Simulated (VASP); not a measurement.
Input of a VASP 6.6.1 run:

The input INCAR:

```
SYSTEM = C
ALGO = Normal ; EDIFF = 1E-6
ENCUT = 520 ; GGA = PE
ISIF = 2 ; ISMEAR = 0
LASPH = .TRUE. ; LCHARG = .FALSE.
LREAL = .FALSE. ; LWAVE = .FALSE.
NBANDS = 16 ; NELM = 60
PREC = Accurate ; SIGMA = 0.15
```

KPOINTS

```
k-points
0
G
  18 18 6
  0 0 0
```

POSCAR

```
C
1.0
    1.2332770792     -2.1360444277      0.0000000000
    1.2332770792      2.1360444277      0.0000000000
    0.0000000000      0.0000000000      8.7070252276
C
4
Direct
    0.1233134388      0.8766865612      0.7699217771
    0.5433525552      0.4566474448      0.2300780102
    0.8766865612      0.1233134388      0.2300782229
    0.4566474448      0.5433525552      0.7699219898
```

Potentials or basis: VASP PAW PBE potentials, release 64 (C).

Command:

```bash
$ cat potpaw_PBE.64/C/POTCAR > POTCAR
$ mpirun -np 1 vasp_std > vasp.out
```

(1) Estimate the pressure.

(2) Estimate the largest force.

## Answers

(1) 0.4 GPa.

(2) 0.006 eV/Å.

Caveat: this functional lacks dispersion, which binds layers or chains, so the pressure and a relaxed spacing across them are unreliable.
